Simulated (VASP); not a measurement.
Here is a VASP 6.6.1 calculation.

The input INCAR:

```
SYSTEM = MoS2
PREC = Accurate
ENCUT = 520
EDIFF = 1E-8
ISMEAR = -1
SIGMA = 0.05
LREAL = .False.
LASPH = .True.
NELM = 100
ALGO = Normal
ISIF = 2
LWAVE = .False.
LCHARG = .False.
GGA = PE
LEFG = .True.
NBANDS = 20
```

Contents of KPOINTS:

```
regular mesh
0
Gamma
  13 13 13
  0 0 0
```

File POSCAR:

```
MoS2
1.0
    1.5762110184      0.9100258558      6.1028504825
   -1.5762110184      0.9100258558      6.1028504825
    0.0000000000     -1.8200517116      6.1028504825
Mo S
1 2
Direct
    0.0000000000      0.0000000000      0.0000000000
    0.7484000000      0.7484000000      0.7484000000
    0.5849000000      0.5849000000      0.5849000000
```

Potentials or basis: VASP PAW PBE potentials, release 64 (Mo_sv, S).

The run is started by

```bash
$ cat potpaw_PBE.64/Mo_sv/POTCAR potpaw_PBE.64/S/POTCAR > POTCAR
$ mpirun -np 1 vasp_std > vasp.out
```

Estimate the largest force.

1.464 eV/Å.

What does it give for the pressure?

10.9 GPa.

What does it give for the band gap on the k mesh?

0.76 eV (least direct gap 1.84 eV).

Stress tensor (GPa, compression positive):
```
 8.52  0.00  0.00
 0.00  8.52  0.00
 0.00  0.00 15.68
```

Caveat: the stress differs along the axes, from 9 to 16 GPa; without QUAD_EFG the Cq values of the log hold for a quadrupole moment of 1 mb, not for the nuclei; forces of over 1 eV/Å act on the atoms, so gaps and moduli don't describe the material at rest. A k mesh can miss the band edges.
